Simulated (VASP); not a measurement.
# CsPbBr3: single point with PBEsol

CsPbBr3:

```xyz
5
Lattice="5.8700 0.0000 0.0000 0.0000 5.8700 0.0000 0.0000 0.0000 5.9581" Properties=species:S:1:pos:R:3 pbc="T T T"
Cs    0.0000    0.0000    0.0000
Pb    2.9350    2.9350    2.9790
Br    0.0000    2.9350    2.9790
Br    2.9350    0.0000    2.9790
Br    2.9350    2.9350    0.0000
```

This cell differs from its parent crystal: strain +0.000 along x and y, +0.015 along z.

```
Program             : VASP 6.6.1
Task                : single point
Functional          : PBEsol
Potentials or basis : VASP PAW PBE potentials, release 64 (Cs_sv, Pb_d, Br)
Cutoff              : 520 eV
k mesh              : 6 × 6 × 6
Occupations         : gaussian, width 0.05 eV
Spin                : no spin polarisation
```

```
Pressure               : -0.3 GPa
Band gap on the k mesh : 1.42 eV
```

Stress tensor (GPa, compression positive):
```
-0.07  0.00  0.00
 0.00 -0.07  0.00
 0.00  0.00 -0.69
```

Levels at points of the mesh, in eV from the valence-band top:
| k point | band 19 | band 20 | band 21 | band 22 | band 23 | band 24 | band 25 | band 26 |
| --- | --- | --- | --- | --- | --- | --- | --- | --- |
| (0.00, 0.00, 0.00) | -2.06 | -1.96 | -1.96 | -1.96 | 2.95 | 4.10 | 4.13 | 4.83 |
| (0.50, 0.00, 0.00) | -2.20 | -2.07 | -2.06 | -1.36 | 2.54 | 4.43 | 5.00 | 5.09 |
| (0.50, 0.50, 0.00) | -2.31 | -2.20 | -1.59 | -0.63 | 2.04 | 2.04 | 4.65 | 5.17 |
| (0.00, 0.00, 0.50) | -2.19 | -2.06 | -2.06 | -1.45 | 2.50 | 4.38 | 4.98 | 5.08 |
| (0.50, 0.00, 0.50) | -2.27 | -2.20 | -1.61 | -0.71 | 1.99 | 2.09 | 4.90 | 5.16 |
| (0.50, 0.50, 0.50) | -1.59 | -1.59 | -1.58 | 0.00 | 1.42 | 1.52 | 1.52 | 4.46 |

It took 110 s on 1 thread of Intel(R) Xeon(R) 6975P-C (Granite Rapids), on a shared host, peak memory 0.47 GiB.

Caveat: the cell differs from its parent crystal (strain +0.000 along x and y, +0.015 along z); the PAW data sets were made with another functional, which shifts forces and pressure a little; spin-orbit coupling is left out, which moves the levels of the heavy elements. A k mesh can miss the band edges.
